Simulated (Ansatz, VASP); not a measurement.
## KI in VASP and in Ansatz

The input INCAR:

```
SYSTEM = KI
ALGO = Normal
EDIFF = 1E-6
ENCUT = 500
GGA = PE
GGA_COMPAT = .False.
ISIF = 2
ISMEAR = 0
LASPH = .True.
LCHARG = .False.
LREAL = .False.
LWAVE = .False.
NBANDS = 15
NELM = 120
PREC = Accurate
SIGMA = 0.01
```

Contents of KPOINTS:

```
k-points
0
Gamma
  6 6 6
  0 0 0
```

File POSCAR:

```
KI
1.0
    0.0000000000      3.4850289444      3.4850289444
    3.4850289444      0.0000000000      3.4850289444
    3.4850289444      3.4850289444      0.0000000000
K I
1 1
Direct
    0.0000000000      0.0000000000      0.0000000000
    0.5000000000      0.5000000000      0.5000000000
```

Input for Ansatz:

```yaml
crystal:
  lattice:
    - [0.0, 3.4850289443571305, 3.4850289443571305]
    - [3.4850289443571305, 0.0, 3.4850289443571305]
    - [3.4850289443571305, 3.4850289443571305, 0.0]
  atoms:
    - { symbol: K, position: [0.0, 0.0, 0.0] }
    - { symbol: I, position: [0.5, 0.5, 0.5] }
basis:
  ecutwfc: 450.0
kpoints:
  mp_grid:
    grid: [6, 6, 6]
hamiltonian:
  xc: pbe
  pseudopotentials:
    kind: paw
scf:
  occupations:
    method: fixed
output:
  stress: true
```

Alike in both runs: task single point; functional PBE; k mesh 6 × 6 × 6; no spin polarisation.

|  | VASP | Ansatz |
| --- | --- | --- |
| version | VASP 6.6.1 | Ansatz 0.2.0 |
| potentials or method | VASP PAW PBE potentials, release 64 (K_sv, I), cutoff 500 eV | plane waves, PAW |
| occupations | gaussian, width 0.01 eV | fixed |
| valence electrons in the cell | 16 | 26 |

|  | VASP | Ansatz | Ansatz less VASP |
| --- | --- | --- | --- |
| pressure (GPa) | 1.2 | 1.2 | -0.05 |

VASP's potentials hold 16 valence electrons a cell and Ansatz's 26, so a difference there can come from the potentials and not from the codes.

Spin-orbit coupling is off throughout.
